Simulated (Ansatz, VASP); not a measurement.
**Two plane-wave programs on MgZn3Se3S**

The input INCAR:

```
SYSTEM = MgZn3Se3S
ALGO     = Normal         ! electronic algorithm
EDIFF    = 1E-6           ! SCF threshold, eV
EDIFFG   = -0.01          ! ionic threshold
ENCUT    = 600            ! plane-wave cutoff, eV
GGA      = PE             ! functional
IBRION   = 2              ! ionic algorithm
ISIF     = 3              ! what is computed and relaxed
ISMEAR   = 0              ! smearing method
LASPH    = .TRUE.         ! aspherical terms in the spheres
LCHARG   = .FALSE.        ! write CHGCAR
LREAL    = .FALSE.        ! projectors in reciprocal space
LWAVE    = .FALSE.        ! write WAVECAR
NELM     = 80             ! most SCF steps
NSW      = 100            ! ionic steps
PREC     = Accurate       ! precision mode
SIGMA    = 0.02           ! smearing width, eV
```

KPOINTS

```
k-points
0
G
  12 12 2
  0 0 0
```

The input POSCAR:

```
MgZn3Se3S
1.0
    4.0548279140      0.0000000000      0.0000000000
   -2.0274139570      3.5115839815      0.0000000000
    0.0000000000      0.0000000000     13.1975490415
Mg Zn Se S
1 3 3 1
Direct
    0.6666666667      0.3333333333      0.2409060473
    0.6666666667      0.3333333333      0.7521029408
    0.3333333333      0.6666666667      0.0041379970
    0.3333333333      0.6666666667      0.5014423699
    0.3333333333      0.6666666667      0.6896194665
    0.6666666667      0.3333333333      0.9407118713
    0.6666666667      0.3333333333      0.4378376428
    0.3333333333      0.6666666667      0.1832416646
```

Input for Ansatz:

```yaml
crystal:
  lattice:
    - [4.054827914, 0.0, 0.0]
    - [-2.027413957, 3.5115839815, 0.0]
    - [0.0, 0.0, 13.1975490415]
  atoms:
    - { symbol: Mg, position: [0.6666666667, 0.3333333333, 0.2409060473] }
    - { symbol: Zn, position: [0.6666666667, 0.3333333333, 0.7521029408] }
    - { symbol: Zn, position: [0.3333333333, 0.6666666667, 0.004137997] }
    - { symbol: Zn, position: [0.3333333333, 0.6666666667, 0.5014423699] }
    - { symbol: Se, position: [0.3333333333, 0.6666666667, 0.6896194665] }
    - { symbol: Se, position: [0.6666666667, 0.3333333333, 0.9407118713] }
    - { symbol: Se, position: [0.6666666667, 0.3333333333, 0.4378376428] }
    - { symbol: S, position: [0.3333333333, 0.6666666667, 0.1832416646] }
basis:
  ecutwfc: 420
kpoints:
  mp_grid: { grid: [12, 12, 2] }
hamiltonian:
  xc: pbe
scf:
  occupations: { method: gaussian, width: 0.02 }
output:
  forces: true
  stress: true
  eigenvalues: true
relax:
  adjacent_minimum: "off"
  f_tol: 0.01
  max_steps: 80
  cell: { stress_tol: 0.05 }
```

Alike in both runs: task relaxation of cell and atoms; functional PBE; k mesh 12 × 12 × 2; occupations gaussian, width 0.02 eV; no spin polarisation.

```csv
,VASP,Ansatz
version,VASP 6.6.1,Ansatz 0.2.0
potentials or method,"VASP PAW PBE potentials, release 64 (Mg, Zn, Se, S), cutoff 600 eV","scalar-relativistic, plane waves, PAW"
valence electrons in the cell,62,100
```

|  | VASP | Ansatz | Ansatz less VASP |
| --- | --- | --- | --- |
| gap on the k mesh at the Fermi level, each at its own relaxed structure (eV) | 1.49 | 1.50 | +0.008 |
| relaxed volume (Å³/atom) | 23.53 | 23.49 | -0.042 |
| relaxed length of the cell vector where the two differ most in proportion (Å) | 4.052 | 4.049 | -0.0028 |

VASP's potentials hold 62 valence electrons a cell and Ansatz's 100, so a difference there can come from the potentials and not from the codes.
